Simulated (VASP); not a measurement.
Set up this calculation in VASP 6.6.1, as the native input.

```yaml
Task: single point
Functional: PBE
Potentials_or_basis: VASP PAW PBE potentials, release 64 (Al, Ti_sv, V_sv)
Cutoff: 520 eV
k_mesh: 2 × 2 × 2, shifted
Occupations: gaussian, width 0.1 eV
Spin: no spin polarisation
Dipole_correction: no
Further_INCAR_settings: LREAL = Auto; ALGO = Fast; EDIFF = 1e-06; NBANDS = 92; ISYM = 0
```

The structure of Ti7Al10V3 lies in POSCAR:

```
Ti7Al10V3
1.0
   -6.1757399995      3.8224691275      2.0572464487
    6.1324720511      3.7489511133     -2.0400142653
   -2.0291748281     -3.7878172708     -6.1528275443
Al Ti V
10 7 3
Direct
    0.1395752776      0.0513811783      0.7007067407
    0.6629504024      0.5498691402      0.6997469728
    0.6782879350      0.8975534104      0.6136125753
    0.3502832891      0.4492695824      0.2911634880
    0.3944382999      0.7990013919      0.1979209976
   -0.0069324705     -0.0041811699      1.0038895777
    0.8056196511      0.5992449313      0.3884653226
    0.8459494735      0.9519340745      0.3043163739
    0.4615308404      0.1559077360      0.1029147671
    0.9420309483      0.6328422357      0.0917819914
    0.0470378798      0.3523634753      0.9101821410
    0.1140275871      0.6999883254      0.7898541310
    0.2233501671      0.4166361061      0.5989495410
    0.5807036775      0.1883508554      0.7948907000
    0.2936298093      0.0926323140      0.4020407308
    0.7454701880      0.2442375916      0.4920386792
    0.4954870394      0.5057192801      0.9878479586
    0.5664479790      0.8703310398      0.9296265993
    0.2381276660      0.7395226656      0.4780162608
    0.9160165670      0.2995355672      0.2137420563
```

These files were run (other wordings do the same):

INCAR

```
SYSTEM = Ti7Al10V3
PREC     = Accurate       ! precision mode
ENCUT    = 520            ! plane-wave cutoff, eV
EDIFF    = 1E-6           ! SCF threshold, eV
ISMEAR   = 0              ! smearing method
SIGMA    = 0.1            ! smearing width, eV
LREAL    = Auto         
LASPH    = .TRUE.         ! aspherical terms in the spheres
NELM     = 100            ! most SCF steps
ALGO     = Fast           ! electronic algorithm
ISIF     = 2              ! what is computed and relaxed
LWAVE    = .FALSE.        ! write WAVECAR
LCHARG   = .FALSE.        ! write CHGCAR
GGA      = PE             ! functional
ISYM     = 0            
NBANDS   = 92             ! bands
```

KPOINTS

```
Automatic mesh
0
Gamma
  2 2 2
  0.5 0.5 0.5
```

Potentials or basis: VASP PAW PBE potentials, release 64 (Al, Ti_sv, V_sv).

Run with:

```bash
$ cat potpaw_PBE.64/Al/POTCAR potpaw_PBE.64/Ti_sv/POTCAR potpaw_PBE.64/V_sv/POTCAR > POTCAR
$ mpirun -np 1 vasp_std > vasp.out
```

It gave:

```json
{
 "Pressure": "0.0 GPa",
 "Largest force": "0.042 eV/Å"
}
```

Caveat: the k points lie up to 0.54 Å⁻¹ apart.

Wall time 6.8 min on 1 thread of AMD EPYC 9R45 96-Core Processor (Zen 5), with other jobs on the host, peak memory 0.43 GiB.
